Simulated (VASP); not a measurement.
# Mg (Im-3m) in VASP: a series of runs

Mg is run at these levels: PBEsol; tasks: single point.

Program: VASP 6.6.1. These are calculated values, not measurements. Logs are shortened: lines on timing, memory, paths and dates and some standing lists are left out, and cuts for length are marked.

### 1 The cell of the first run

Symmetry: Im-3m, No. 229, cubic system. Conventional cell: a = 3.025 Å, b = 3.025 Å, c = 3.025 Å, α = 90.00°, β = 90.00°, γ = 90.00°. Mg (site symmetry m-3m) has 14 Mg at 2.62 to 3.03 Å within 3.5 Å.

### 2 Single point, PBEsol

Input file INCAR:

```
SYSTEM = Mg
PREC = Accurate ; ENCUT = 520
EDIFF = 1E-6 ; ISMEAR = 0
SIGMA = 0.1 ; LREAL = .False.
LASPH = .True. ; NELM = 60
ALGO = Normal ; ISIF = 2
LWAVE = .False. ; LCHARG = .False.
GGA = PS ; NBANDS = 7
```

Input file KPOINTS:

```
Automatic mesh
0
Gamma
  11 11 11
  0 0 0
```

Input file POSCAR:

```
Mg
1.0
   -1.5125263154      1.5125263154      1.5125263154
    1.5125263154     -1.5125263154      1.5125263154
    1.5125263154      1.5125263154     -1.5125263154
Mg
1
Direct
    0.0000000000      0.0000000000      0.0000000000
```

Potentials or basis: VASP PAW PBE potentials, release 64 (Mg).

Command:

```
$ cat potpaw_PBE.64/Mg/POTCAR > POTCAR
$ mpirun -np 1 vasp_std > vasp.out
```

OUTCAR:

```text
SYSTEM = Mg
   PREC = Accurate
   ENCUT = 520
   EDIFF = 1E-6
   ISMEAR = 0
   LREAL = .False.
   LASPH = .True.
   NELM = 60
   ISIF = 2
   GGA = PS

 ion  position               nearest neighbor table
   1  0.000  0.000  0.000-

  LATTYP: Found a body centered cubic cell.
 ALAT       =     3.0250526308

  Lattice vectors:

 A1 = (  -1.5125263154,   1.5125263154,   1.5125263154)
 A2 = (   1.5125263154,  -1.5125263154,   1.5125263154)
 A3 = (   1.5125263154,   1.5125263154,  -1.5125263154)

Analysis of symmetry for initial positions (statically):
=====================================================================
 Subroutine PRICEL returns:
 Original cell was already a primitive cell.

 Routine SETGRP: Setting up the symmetry group for a
 body centered cubic supercell.

 Subroutine GETGRP returns: Found 48 space group operations
 (whereof 48 operations were pure point group operations)
 out of a pool of 48 trial point group operations.

The static configuration has the point symmetry O_h .

Analysis of symmetry for dynamics (positions and initial velocities):
=====================================================================
 Subroutine PRICEL returns:
 Original cell was already a primitive cell.

 Routine SETGRP: Setting up the symmetry group for a
 body centered cubic supercell.

 Subroutine GETGRP returns: Found 48 space group operations
 (whereof 48 operations were pure point group operations)
 out of a pool of 48 trial point group operations.

The dynamic configuration has the point symmetry O_h .

 Subroutine INISYM returns: Found 48 space group operations
 (whereof 48 operations are pure point group operations),
 and found     1 'primitive' translations

----------------------------------------------------------------------------------------

                                     Primitive cell

  volume of cell :      13.8410

  direct lattice vectors                    reciprocal lattice vectors
    -1.512526315  1.512526315  1.512526315     0.000000000  0.330572761  0.330572761
     1.512526315 -1.512526315  1.512526315     0.330572761  0.000000000  0.330572761
     1.512526315  1.512526315 -1.512526315     0.330572761  0.330572761  0.000000000

  length of vectors
     2.619772426  2.619772426  2.619772426     0.467500482  0.467500482  0.467500482

  position of ions in fractional coordinates (direct lattice)
     0.000000000  0.000000000  0.000000000

  ion indices of the primitive-cell ions
   primitive index   ion index
[... 74 lines left out ...]
   LREAL  =      F    real-space projection
   EDIFFG = 0.1E-04   stopping-criterion for IOM
   NSW    =      0    number of steps for IOM
   IBRION =     -1    ionic relax: 0-MD 1-quasi-New 2-CG
   NFREE  =      0    steps in history (QN), initial steepest desc. (CG)
   ISIF   =      2    stress and relaxation
   ISYM   =      2    0-nonsym 1-usesym 2-fastsym
   POTIM  = 0.5000    time-step for ionic-motion
   TEBEG  =    0.0;   TEEND  =   0.0 temperature during run
   PSTRESS=    0.0 pullay stress
   NELECT =       2.0000    total number of electrons
   NUPDOWN=      -1.0000    fix difference up-down
   EMIN   =  10.00;   EMAX   =-10.00  energy-range for DOS
   EFERMI =   0.00;   METHOD = LEGACY
   ISMEAR =     0;   SIGMA  =   0.10  broadening in eV -4-tet -1-fermi 0-gaus
   EFERMI_NEDOS =   21; number of points for ismear=-14 and -15
   IALGO  =     38    algorithm
   IMIX   =      4    mixing-type and parameters
     AMIX     =   0.40;   BMIX     =  1.00
     AMIX_MAG =   1.60;   BMIX_MAG =  1.00
  volume/ion in A,a.u.               =      13.84        93.40
  Fermi-wavevector in a.u.,A,eV,Ry     =   0.859070  1.623407 10.041117  0.738001
  Thomas-Fermi vector in A             =   1.976370
   LORBIT       =      0    0 simple, 1 ext, 2 COOP (PROOUT), +10 PAW based schemes
   GGA     = PS    functional components
   LHFCALC =     F    Hartree Fock is set to
   AEXX    =    0.0000 exact exchange contribution
   IVDW    =     0    specifies the selected vdW correction
   LEPSILON=     F    determine dielectric tensor
   LRPA    =     F    only Hartree local field effects (RPA)
 non-spin polarized calculation
 Gauss-broadening in eV      SIGMA  =   0.10
  energy-cutoff  :      520.00
  volume of cell :       13.84
 maximum number of plane-waves:       380
   NGX =  9   NGY =  9   NGZ =  9

 number of electron       2.0000000 magnetization

 Free energy of the ion-electron system (eV)
  ---------------------------------------------------
  ext. energy  EPLUGINS =         0.00000000
  ---------------------------------------------------
  free energy    TOTEN  =        -0.86466184 eV

  energy without entropy =       -0.86279778  energy(sigma->0) =       -0.86372981

 E-fermi :   6.0336     XC(G=0): -10.2942

 val. band max:        6.0202551861   @ k =   0.3636   0.1818   0.0909
 cond. band min:       6.1138277549   @ k =  -0.3636  -0.3636   0.0909
 fundamental gap:      0.0935725689
 Fermi energy:         6.0335647811

 k-point     1 :       0.0000    0.0000    0.0000
  band No.  band energies     occupation
      1      -3.5342      2.00000
      2      22.6967      0.00000
      3      22.6967      0.00000
      4      22.6967      0.00000
      5      25.3599      0.00000
      6      25.3599      0.00000
      7      27.0563      0.00000
[... 221 lines left out ...]
 k-point    24 :       0.3636    0.1818    0.0909
  band No.  band energies     occupation
      1       4.7415      2.00000
      2       6.0203      1.14930
      3      10.7408      0.00000
      4      15.5258      0.00000
      5      26.8170      0.00000
      6      29.2983      0.00000
      7      30.8764      0.00000

 [... further k-points ...]

------------------------ aborting loop because EDIFF is reached ----------------------------------------

  FORCE on cell =-STRESS in cart. coord.  units (eV):
  Direction    XX          YY          ZZ          XY          YZ          ZX
  --------------------------------------------------------------------------------------
  -------------------------------------------------------------------------------------
  Total        4.0170587      4.0170587      4.0170587     -0.0000000     -0.0000000     -0.0000000
  in kB      464.9967837    464.9967837    464.9967837     -0.0000000     -0.0000000     -0.0000000
  external PRESSURE =     464.9967837 kB  Pullay stress =       0.0000000 kB

 VOLUME and BASIS-vectors are now :
 -----------------------------------------------------------------------------
  energy-cutoff  :      520.00
  volume of cell :       13.84
      direct lattice vectors                 reciprocal lattice vectors
    -1.512526315  1.512526315  1.512526315     0.000000000  0.330572761  0.330572761
     1.512526315 -1.512526315  1.512526315     0.330572761  0.000000000  0.330572761
     1.512526315  1.512526315 -1.512526315     0.330572761  0.330572761  0.000000000

 POSITION                                       TOTAL-FORCE (eV/Angst)
 -----------------------------------------------------------------------------------
      0.00000      0.00000      0.00000         0.000000      0.000000      0.000000
 -----------------------------------------------------------------------------------
    total drift:                                0.000000      0.000000     -0.000000

  FREE ENERGIE OF THE ION-ELECTRON SYSTEM (eV)
  ---------------------------------------------------
  free  energy   TOTEN  =        -0.8646618359 eV

  energy  without entropy=       -0.8627977773  energy(sigma->0) =       -0.86372981
```

stdout:

```text
POSCAR found type information on POSCAR Mg
 POSCAR found :  1 types and       1 ions
 scaLAPACK will be used
 -----------------------------------------------------------------------------
|                                                                             |
|                                                                             |
|     You enforced a specific xc type in the INCAR file but a different       |
|     I HOPE YOU KNOW WHAT YOU ARE DOING!                                     |
|                                                                             |
 -----------------------------------------------------------------------------

 LDA part: xc-table for (Slater+PW92), standard interpolation
 POSCAR, INCAR and KPOINTS ok, starting setup
 FFT: planning ... GRIDC
 FFT: planning ... GRID_SOFT
 FFT: planning ... GRID
 WAVECAR not read
 entering main loop
```

It took 2.9 s on 1 thread of Intel Xeon 6975P-C, shared host; peak memory 0.12 GiB.

What came out:

```
Free energy            : -0.8647 eV
Pressure               : 46.5 GPa
Band gap on the k mesh : zero (band 1 reaches 8.49 eV, above the bottom of band 2 at 5.17 eV)
```

Levels at points of the mesh, in eV from the Fermi level:
| k point | band 1 | band 2 | band 3 | band 4 |
| --- | --- | --- | --- | --- |
| (0.00, 0.00, 0.00) | -9.57 | 16.66 | 16.66 | 16.66 |

Caveat: the PAW data sets were made with another functional, which shifts forces and pressure a little.

### 3 Single point, PBEsol

This run uses another cell than the first one, of 14.16 Å³/atom, 1.023 times its volume.

Input file INCAR:

```
PREC = Accurate
ENCUT = 520
EDIFF = 1E-7
ISMEAR = 0
SIGMA = 0.1
LREAL = False
LASPH = True
NELM = 80
ALGO = Normal
ISIF = 2
LWAVE = False
LCHARG = True
GGA = PS
LELF = True
LVHAR = True
NBANDS = 7
```

Input file KPOINTS:

```
regular mesh
0
Gamma
  11 11 11
```

Input file POSCAR:

```
Mg
1.0
   -1.5241615905      1.5241615905      1.5241615905
    1.5241615905     -1.5241615905      1.5241615905
    1.5241615905      1.5241615905     -1.5241615905
Mg
1
Direct
    0.0000000000      0.0000000000      0.0000000000
```

Potentials or basis: VASP PAW PBE potentials, release 64 (Mg).

Command:

```
$ cat potpaw_PBE.64/Mg/POTCAR > POTCAR
$ mpirun -np 1 vasp_std > vasp.out
```

Run time: 3.5 s. Hardware: 1 thread of Intel Xeon 6975P-C, shared host; peak memory 0.12 GiB.

It converged, with:

| Quantity | Value |
| --- | --- |
| Free energy | -0.9539 eV |
| Pressure | 42.4 GPa |
| Band gap on the k mesh | zero (band 1 reaches 8.30 eV, above the bottom of band 2 at 4.99 eV) |

Levels at points of the mesh, in eV from the Fermi level:
| k point | band 1 | band 2 | band 3 | band 4 | band 5 | band 6 |
| --- | --- | --- | --- | --- | --- | --- |
| (0.00, 0.00, 0.00) | -9.44 | 16.47 | 16.47 | 16.47 | 19.10 | 19.10 |

Caveat: the PAW data sets were made with another functional, which shifts forces and pressure a little.
